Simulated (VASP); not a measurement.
# TeRh (P6_3mc) in VASP: single point with LDA

Aim: the single point of TeRh with LDA.

Program: VASP 6.6.1. These are calculated values, not measurements. Logs are shortened: lines on timing, memory, paths and dates and some standing lists are left out, and cuts for length are marked.

## 1. The cell of the first run

The structure is hexagonal, space group P6_3mc (No. 186). Conventional cell: a = 3.990 Å, b = 3.990 Å, c = 5.660 Å, α = 90.00°, β = 90.00°, γ = 120.00°. Within 3.5 Å of Te (site symmetry 3m) lie 6 Rh at 2.64 to 2.77 Å. Within 3.5 Å of Rh (site symmetry 3m) lie 6 Te at 2.64 to 2.77 Å and 2 Rh at 2.83 Å.

## 2. Single point, LDA (all Te atoms moved +0.125 Å, as atom 1 along Cartesian [0 0 1])

INCAR

```
SYSTEM = TeRh
PREC = Accurate
ENCUT = 520
EDIFF = 1E-7
ISMEAR = 0
SIGMA = 0.15
LREAL = .FALSE.
LASPH = .TRUE.
NELM = 60
ALGO = Normal
ISIF = 2
LWAVE = .FALSE.
LCHARG = .FALSE.
GGA = CA
NBANDS = 29
```

KPOINTS

```
Automatic mesh
0
G
  15 15 8
  0 0 0
```

POSCAR

```
TeRh
1.0
    3.9899994106      0.0000000000      0.0000000000
   -1.9949997053      3.4554408507      0.0000000000
    0.0000000000      0.0000000000      5.6600000000
Te Rh
2 2
Direct
    0.3333333333      0.6666666667      0.2720848057
    0.6666666667      0.3333333333      0.7720848057
    0.0000000000      0.0000000000      0.0000000000
    0.0000000000      0.0000000000      0.5000000000
```

Potentials or basis: VASP PAW LDA potentials, release 64 (Te, Rh_pv).

Command:

```bash
> cat potpaw_LDA.64/Te/POTCAR potpaw_LDA.64/Rh_pv/POTCAR > POTCAR
> mpirun -np 1 vasp_std > vasp.out
```

OUTCAR:

```text
SYSTEM = TeRh
   PREC = Accurate
   ENCUT = 520
   EDIFF = 1E-7
   ISMEAR = 0
   LREAL = .FALSE.
   LASPH = .TRUE.
   NELM = 60
   ISIF = 2
   GGA = CA

 ion  position               nearest neighbor table
   1  0.333  0.667  0.272-   4 2.64   4 2.64   4 2.64   3 2.77   3 2.77   3 2.77   2 3.65   2 3.65
                             2 3.65   2 3.65   2 3.65   2 3.65
   2  0.667  0.333  0.772-   3 2.64   3 2.64   3 2.64   4 2.77   4 2.77   4 2.77   1 3.65   1 3.65
                             1 3.65   1 3.65   1 3.65   1 3.65
   3  0.000  0.000  0.000-   2 2.64   2 2.64   2 2.64   1 2.77   1 2.77   1 2.77   4 2.83   4 2.83

   4  0.000  0.000  0.500-   1 2.64   1 2.64   1 2.64   2 2.77   2 2.77   2 2.77   3 2.83   3 2.83

  LATTYP: Found a hexagonal cell.
 ALAT       =     3.9899994106
 C/A-ratio  =     1.4185465755

  Lattice vectors:

 A1 = (   3.9899994106,   0.0000000000,   0.0000000000)
 A2 = (  -1.9949997053,   3.4554408507,   0.0000000000)
 A3 = (   0.0000000000,   0.0000000000,   5.6600000000)

Analysis of symmetry for initial positions (statically):
=====================================================================
 Subroutine PRICEL returns:
 Original cell was already a primitive cell.

 Routine SETGRP: Setting up the symmetry group for a
 hexagonal supercell.

 Subroutine GETGRP returns: Found 12 space group operations
 (whereof  6 operations were pure point group operations)
 out of a pool of 24 trial point group operations.

The static configuration has the point symmetry C_3v.
 The point group associated with its full space group is C_6v.

Analysis of symmetry for dynamics (positions and initial velocities):
=====================================================================
 Subroutine PRICEL returns:
 Original cell was already a primitive cell.

 Routine SETGRP: Setting up the symmetry group for a
 hexagonal supercell.

 Subroutine GETGRP returns: Found 12 space group operations
 (whereof  6 operations were pure point group operations)
 out of a pool of 24 trial point group operations.

The dynamic configuration has the point symmetry C_3v.
 The point group associated with its full space group is C_6v.

 Subroutine INISYM returns: Found 12 space group operations
 (whereof  6 operations are pure point group operations),
 and found     1 'primitive' translations

----------------------------------------------------------------------------------------

                                     Primitive cell

  volume of cell :      78.0356

  direct lattice vectors                    reciprocal lattice vectors
     3.989999411  0.000000000  0.000000000     0.250626603  0.144699337  0.000000000
    -1.994999705  3.455440851  0.000000000     0.000000000  0.289398674  0.000000000
     0.000000000  0.000000000  5.660000000     0.000000000  0.000000000  0.176678445

  length of vectors
     3.989999411  3.989999411  5.660000000     0.289398674  0.289398674  0.176678445

  position of ions in fractional coordinates (direct lattice)
     0.333333333  0.666666667  0.272084806
     0.666666667  0.333333333  0.772084806
     0.000000000  0.000000000  0.000000000
     0.000000000  0.000000000  0.500000000

  ion indices of the primitive-cell ions
   primitive index   ion index
                 1           1
                 2           2
                 3           3
                 4           4

----------------------------------------------------------------------------------------

 KPOINTS: Automatic mesh

Automatic generation of k-mesh.
 Grid dimensions read from file:
 generate k-points for:   15   15    8

 Generating k-lattice:

  Cartesian coordinates                     Fractional coordinates (reciprocal lattice)
     0.016708440  0.009646622  0.000000000     0.066666667 -0.000000000  0.000000000
     0.000000000  0.019293245  0.000000000     0.000000000  0.066666667  0.000000000
     0.000000000  0.000000000  0.022084806     0.000000000  0.000000000  0.125000000

  Length of vectors
     0.019293245  0.019293245  0.022084806

  Shift w.r.t. Gamma in fractional coordinates (k-lattice)
     0.000000000  0.000000000  0.000000000

 Subroutine IBZKPT returns following result:
 ===========================================

 Found    135 irreducible k-points:

 Following reciprocal coordinates:
            Coordinates               Weight
  0.000000  0.000000  0.000000      1.000000
  0.066667  0.000000  0.000000      6.000000
  0.133333 -0.000000  0.000000      6.000000
  0.200000 -0.000000  0.000000      6.000000
  0.266667 -0.000000  0.000000      6.000000
  0.333333 -0.000000  0.000000      6.000000
[... 16 lines left out ...]
  0.333333  0.200000  0.000000     12.000000
  0.400000  0.200000  0.000000      6.000000
 [... further k-points ...]
   k-points           NKPTS =    135   k-points in BZ     NKDIM =    135   number of bands    NBANDS=     29
   number of dos      NEDOS =    301   number of ions     NIONS =      4
   total plane-waves  NPLWV =  37800
   dimension x,y,z NGX =    30 NGY =   30 NGZ =   42
   dimension x,y,z NGXF=    60 NGYF=   60 NGZF=   84
   ions per type =               2   2
   NGX,Y,Z   is equivalent  to a cutoff of  12.50, 12.50, 12.34 a.u.
   NGXF,Y,Z  is equivalent  to a cutoff of  25.00, 25.00, 24.67 a.u.
 SYSTEM =  TeRh
   PREC   = accura    normal or accurate (medium, high low for compatibility)
   ISTART =      0    job   : 0-new  1-cont  2-samecut
   ICHARG =      2    charge: 1-file 2-atom 10-const
   ISPIN  =      1    spin polarized calculation?
   LNONCOLLINEAR =      F non collinear calculations
   LSORBIT =      F    spin-orbit coupling
   LASPH  =      T    aspherical Exc in radial PAW
   ENCUT  =  520.0 eV  38.22 Ry    6.18 a.u.   7.42  7.42 10.52*2*pi/ulx,y,z
   NELM   =     60;   NELMIN=  2; NELMDL= -5     # of ELM steps
   EDIFF  = 0.1E-06   stopping-criterion for ELM
   LREAL  =      F    real-space projection
   EDIFFG = 0.1E-05   stopping-criterion for IOM
   NSW    =      0    number of steps for IOM
   IBRION =     -1    ionic relax: 0-MD 1-quasi-New 2-CG
   NFREE  =      0    steps in history (QN), initial steepest desc. (CG)
   ISIF   =      2    stress and relaxation
   ISYM   =      2    0-nonsym 1-usesym 2-fastsym
   POTIM  = 0.5000    time-step for ionic-motion
   TEBEG  =    0.0;   TEEND  =   0.0 temperature during run
   PSTRESS=    0.0 pullay stress
   NELECT =      42.0000    total number of electrons
   NUPDOWN=      -1.0000    fix difference up-down
   EMIN   =  10.00;   EMAX   =-10.00  energy-range for DOS
   EFERMI =   0.00;   METHOD = LEGACY
   ISMEAR =     0;   SIGMA  =   0.15  broadening in eV -4-tet -1-fermi 0-gaus
   EFERMI_NEDOS =   21; number of points for ismear=-14 and -15
   IALGO  =     38    algorithm
   IMIX   =      4    mixing-type and parameters
     AMIX     =   0.40;   BMIX     =  1.00
     AMIX_MAG =   1.60;   BMIX_MAG =  1.00
  volume/ion in A,a.u.               =      19.51       131.65
  Fermi-wavevector in a.u.,A,eV,Ry     =   1.331661  2.516474 24.127498  1.773321
  Thomas-Fermi vector in A             =   2.460655
   LORBIT       =      0    0 simple, 1 ext, 2 COOP (PROOUT), +10 PAW based schemes
   GGA     = CA    functional components
   LHFCALC =     F    Hartree Fock is set to
   AEXX    =    0.0000 exact exchange contribution
   IVDW    =     0    specifies the selected vdW correction
   LEPSILON=     F    determine dielectric tensor
   LRPA    =     F    only Hartree local field effects (RPA)
 non-spin polarized calculation
 Gauss-broadening in eV      SIGMA  =   0.15
  energy-cutoff  :      520.00
  volume of cell :       78.04
 maximum number of plane-waves:      2126
 NGX is ok and might be reduce to    30
   NGX = 15   NGY = 15   NGZ = 21

 number of electron      42.0000023 magnetization

 Free energy of the ion-electron system (eV)
  ---------------------------------------------------
  ext. energy  EPLUGINS =         0.00000000
  ---------------------------------------------------
  free energy    TOTEN  =       -26.27231699 eV

  energy without entropy =      -26.24242419  energy(sigma->0) =      -26.25737059

 E-fermi :  10.4546     XC(G=0): -11.9106

 val. band max:       10.4465207724   @ k =   0.2000  -0.0000   0.2500
 cond. band min:      10.4648488354   @ k =   0.4000   0.2000   0.2500
 fundamental gap:      0.0183280630
 Fermi energy:        10.4545660871

 k-point     1 :       0.0000    0.0000    0.0000
  band No.  band energies     occupation
      1     -35.8237      2.00000
      2     -35.6476      2.00000
      3     -35.6476      2.00000
      4     -35.6220      2.00000
      5     -35.6220      2.00000
      6     -35.5747      2.00000
[... 21 lines left out ...]
     28      15.8718      0.00000
     29      19.2304      0.00000

 k-point     2 :       0.0667    0.0000    0.0000
  band No.  band energies     occupation
      1     -35.8236      2.00000
      2     -35.6480      2.00000
      3     -35.6477      2.00000
      4     -35.6224      2.00000
      5     -35.6221      2.00000
      6     -35.5746      2.00000
[... 21 lines left out ...]
     28      16.1594      0.00000
     29      18.6133      0.00000

 k-point     3 :       0.1333   -0.0000    0.0000
  band No.  band energies     occupation
      1     -35.8233      2.00000
      2     -35.6492      2.00000
      3     -35.6480      2.00000
      4     -35.6233      2.00000
      5     -35.6223      2.00000
      6     -35.5745      2.00000
[... 21 lines left out ...]
     28      16.8493      0.00000
     29      17.5808      0.00000

 k-point     4 :       0.2000   -0.0000    0.0000
  band No.  band energies     occupation
      1     -35.8229      2.00000
      2     -35.6510      2.00000
      3     -35.6485      2.00000
      4     -35.6246      2.00000
      5     -35.6225      2.00000
      6     -35.5743      2.00000
[... 21 lines left out ...]
     28      17.0065      0.00000
     29      17.4491      0.00000

 k-point     5 :       0.2667   -0.0000    0.0000
  band No.  band energies     occupation
      1     -35.8224      2.00000
      2     -35.6531      2.00000
      3     -35.6490      2.00000
      4     -35.6261      2.00000
      5     -35.6227      2.00000
      6     -35.5741      2.00000
[... 21 lines left out ...]
     28      16.8120      0.00000
     29      17.3846      0.00000
[... 510 lines left out ...]
     28      17.1065      0.00000
     29      17.7312      0.00000

 k-point    22 :       0.2667    0.2000    0.0000
  band No.  band energies     occupation
      1     -35.8214      2.00000
      2     -35.6556      2.00000
      3     -35.6514      2.00000
      4     -35.6279      2.00000
      5     -35.6244      2.00000
      6     -35.5737      2.00000
[... 21 lines left out ...]
     28      17.5770      0.00000
     29      18.1977      0.00000

 k-point    23 :       0.3333    0.2000    0.0000
  band No.  band energies     occupation
      1     -35.8212      2.00000
      2     -35.6562      2.00000
      3     -35.6521      2.00000
      4     -35.6283      2.00000
      5     -35.6248      2.00000
      6     -35.5736      2.00000
[... 21 lines left out ...]
     28      18.3983      0.00000
     29      18.6421      0.00000

 k-point    24 :       0.4000    0.2000    0.0000
  band No.  band energies     occupation
      1     -35.8211      2.00000
      2     -35.6564      2.00000
      3     -35.6523      2.00000
      4     -35.6284      2.00000
      5     -35.6250      2.00000
      6     -35.5735      2.00000
[... 21 lines left out ...]
     28      18.8073      0.00000
     29      18.9162      0.00000

 [... further k-points ...]

------------------------ aborting loop because EDIFF is reached ----------------------------------------

  FORCE on cell =-STRESS in cart. coord.  units (eV):
  Direction    XX          YY          ZZ          XY          YZ          ZX
  --------------------------------------------------------------------------------------
  -------------------------------------------------------------------------------------
  Total       -0.8137768     -0.8137768     -1.7880961      0.0000000     -0.0000000     -0.0000000
  in kB      -16.7079488    -16.7079488    -36.7120560      0.0000000     -0.0000000     -0.0000000
  external PRESSURE =     -23.3759845 kB  Pullay stress =       0.0000000 kB

 VOLUME and BASIS-vectors are now :
 -----------------------------------------------------------------------------
  energy-cutoff  :      520.00
  volume of cell :       78.04
      direct lattice vectors                 reciprocal lattice vectors
     3.989999411  0.000000000  0.000000000     0.250626603  0.144699337  0.000000000
    -1.994999705  3.455440851  0.000000000     0.000000000  0.289398674  0.000000000
     0.000000000  0.000000000  5.660000000     0.000000000  0.000000000  0.176678445

 POSITION                                       TOTAL-FORCE (eV/Angst)
 -----------------------------------------------------------------------------------
     -0.00000      2.30363      1.54000        -0.000000     -0.000000     -0.417946
      1.99500      1.15181      4.37000         0.000000      0.000000     -0.417946
      0.00000      0.00000      0.00000        -0.000000      0.000000      0.417946
      0.00000      0.00000      2.83000        -0.000000      0.000000      0.417946
 -----------------------------------------------------------------------------------
    total drift:                               -0.000000     -0.000000      0.000001

  FREE ENERGIE OF THE ION-ELECTRON SYSTEM (eV)
  ---------------------------------------------------
  free  energy   TOTEN  =       -26.2723169895 eV

  energy  without entropy=      -26.2424241863  energy(sigma->0) =      -26.25737059
```

Run time: 6.3 min. Hardware: 1 thread of Oxide Virtual Turin-like, shared host; peak memory 0.32 GiB.

Results:

| Property | Result |
| --- | --- |
| Free energy | -26.2723 eV |
| Pressure | -2.3 GPa |
| Largest force | 0.418 eV/Å |
| Band gap on the k mesh | zero (band 21 reaches 12.16 eV, above the bottom of band 22 at 9.36 eV) |

Forces on the atoms (eV/Å):
```
Te   0.000  0.000 -0.418
Te   0.000  0.000 -0.418
Rh   0.000  0.000  0.418
Rh   0.000  0.000  0.418
```

Stress tensor (GPa, compression positive):
```
-1.67  0.00  0.00
 0.00 -1.67  0.00
 0.00  0.00 -3.67
```

Levels at points of the mesh, in eV from the Fermi level:
```csv
k point,band 18,band 19,band 20,band 21,band 22,band 23,band 24,band 25
"(0.00, 0.00, 0.00)",-1.38,-0.86,-0.86,0.42,0.88,2.49,3.06,3.06
"(0.00, 0.00, 0.50)",-2.54,-1.37,-1.37,1.70,1.70,1.70,1.70,4.91
```

Caveat: the cell differs from its parent crystal (all Te atoms moved +0.125 Å, as atom 1 along Cartesian [0 0 1]); spin-orbit coupling is left out, which moves the levels of the heavy elements.
